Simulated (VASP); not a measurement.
Input of a VASP 6.6.1 run:

File INCAR:

```
SYSTEM = NaCuH2
PREC = Accurate
ENCUT = 520
EDIFF = 1E-6
ISMEAR = 0
SIGMA = 0.1
LREAL = .False.
LASPH = .True.
NELM = 80
ALGO = Normal
ISIF = 2
LWAVE = .False.
LCHARG = .True.
GGA = PE
LELF = .True.
LVHAR = .True.
NBANDS = 18
```

Contents of KPOINTS:

```
Automatic mesh
0
Gamma
  6 6 4
  0 0 0
```

The input POSCAR:

```
NaCuH2
1.0
    2.8621972657      0.0000000000      0.0000000000
   -1.4310986328      2.4787355427      0.0000000000
    0.0000000000      0.0000000000      5.6103326625
Na Cu H
1 1 2
Direct
    0.0000000000      0.0000000000      0.5000000000
    0.0000000000      0.0000000000      0.0000000000
    0.3333333333      0.6666666667      0.2113371821
    0.3333333333      0.6666666667      0.7886628179
```

Potentials or basis: VASP PAW PBE potentials, release 64 (Na_pv, Cu, H).

Command:

```bash
$ cat potpaw_PBE.64/Na_pv/POTCAR potpaw_PBE.64/Cu/POTCAR potpaw_PBE.64/H/POTCAR > POTCAR
$ mpirun -np 1 vasp_std > vasp.out
```

Task: Estimate the band gap on the k mesh.

Result: Zero (bands 10 and 11 overlap by 0.65 eV).

Task: Estimate the largest force.

Result: 0.005 eV/Å.

Task: What does it give for the pressure?

Result: 0.3 GPa.

Forces in eV/Å, atoms in the order of the input:
```
Na   0.000  0.000  0.000
Cu   0.000  0.000  0.000
H    0.000  0.000 -0.005
H    0.000  0.000  0.005
```

Caveat: the k points lie up to 0.42 Å⁻¹ apart, too coarse for converged energies and pressures of a metal.
